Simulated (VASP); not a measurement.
# CsPbBr3: single point with PBEsol

CsPbBr3:

```
CELL_PARAMETERS angstrom
6.10480 0.00000 0.00000
0.00000 6.10480 0.00000
0.00000 0.00000 5.87000
ATOMIC_POSITIONS crystal
Pb 0.50000 0.50000 0.50000
Cs 0.00000 0.00000 0.00000
Br 0.50000 0.50000 0.00000
Br 0.50000 0.00000 0.50000
Br 0.00000 0.50000 0.50000
```

- Program: VASP 6.6.1
- Task: single point
- Functional: PBEsol
- Potentials or basis: VASP PAW PBE potentials, release 64 (Pb_d, Cs_sv, Br)
- Cutoff: 500 eV
- k mesh: 4 × 4 × 4
- Occupations: fermi-dirac, width 0.05 eV
- Spin: no spin polarisation

```json
{
 "Pressure": "-1.3 GPa",
 "Band gap on the k mesh": "1.62 eV"
}
```

Stress tensor (GPa, compression positive):
```
-1.71  0.00  0.00
 0.00 -1.71  0.00
 0.00  0.00 -0.33
```

Levels at points of the mesh, in eV from the valence-band top:
```tsv
k point	band 18	band 19	band 20	band 21	band 22	band 23	band 24	band 25	band 26	band 27
(0.00, 0.00, 0.00)	-1.69	-1.62	-1.57	-1.57	-1.57	3.23	4.47	4.54	5.12	5.26
(0.50, 0.00, 0.00)	-1.78	-1.75	-1.68	-1.64	-1.25	2.58	4.59	5.05	5.21	5.36
(0.50, 0.50, 0.00)	-1.84	-1.81	-1.81	-1.27	-0.72	2.19	2.19	5.26	5.42	5.65
(0.00, 0.00, 0.50)	-1.88	-1.76	-1.65	-1.65	-1.05	2.69	4.73	4.97	4.97	5.24
(0.50, 0.00, 0.50)	-1.89	-1.86	-1.84	-1.24	-0.51	2.07	2.30	4.62	5.42	5.68
(0.50, 0.50, 0.50)	-1.83	-1.25	-1.23	-1.23	0.00	1.62	1.62	1.86	4.74	5.42
```

Run time: 72 s on 1 thread of Intel(R) Xeon(R) Platinum 8375C CPU @ 2.90GHz (Ice Lake), with other jobs on the host, peak memory 0.38 GiB.

Caveat: the PAW data sets were made with another functional, which shifts forces and pressure a little; spin-orbit coupling is left out, which moves the levels of the heavy elements. A k mesh can miss the band edges.
